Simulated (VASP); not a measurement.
Al6H: single point with PBE

The system is Al6H, a slab with vacuum.

```
CELL_PARAMETERS angstrom
5.71352 0.00000 0.00000
0.00000 5.71352 0.00000
0.00000 0.00000 22.17470
ATOMIC_POSITIONS crystal
Al 0.25000 0.25000 0.18039
Al 0.25000 0.75000 0.18039
Al 0.75000 0.25000 0.18039
Al 0.75000 0.75000 0.18039
Al 0.00000 0.00000 0.27441
Al 0.00000 0.50000 0.27441
Al 0.50000 0.00000 0.27441
Al 0.50000 0.50000 0.27441
Al 0.25000 0.25000 0.36865
Al 0.25000 0.75000 0.36865
Al 0.75000 0.25000 0.36865
Al 0.75000 0.75000 0.36865
H 0.00000 0.89665 0.38894
H 0.00000 0.10335 0.38894
```

```yaml
Program: VASP 6.6.1
Task: single point
Functional: PBE
Potentials_or_basis: VASP PAW PBE potentials, release 64 (Al, H)
Cutoff: 520 eV
k_mesh: 5 × 5 × 1
Occupations: gaussian, width 0.1 eV
Spin: no spin polarisation
Dipole_correction: yes
Further_INCAR_settings: ALGO = Normal; EDIFF = 1e-06; NBANDS = 32
```

| Property | Result |
| --- | --- |
| Largest force | 1.223 eV/Å |
| Band gap on the k mesh | zero (bands 19 and 20 overlap by 0.66 eV) |

Forces on the atoms (eV/Å):
```
Al  -0.061 -0.057 -0.005
Al  -0.061  0.057 -0.005
Al   0.061 -0.057 -0.005
Al   0.061  0.057 -0.005
Al   0.000  0.000 -0.436
Al   0.000  0.000 -0.092
Al   0.000  0.000 -0.038
Al   0.000  0.000 -0.134
Al   0.850  0.790 -0.258
Al   0.850 -0.790 -0.258
Al  -0.850  0.790 -0.258
Al  -0.850 -0.790 -0.258
H    0.000 -0.853  0.877
H    0.000  0.853  0.877
```

Levels at points of the mesh, in eV from the Fermi level:
| k point | band 17 | band 18 | band 19 | band 20 | band 21 | band 22 |
| --- | --- | --- | --- | --- | --- | --- |
| (0.00, 0.00, 0.00) | -1.05 | -0.84 | -0.44 | -0.42 | -0.17 | -0.17 |

It took 14 min on 1 thread of Intel Xeon 8259CL, on a shared host, peak memory 0.68 GiB.
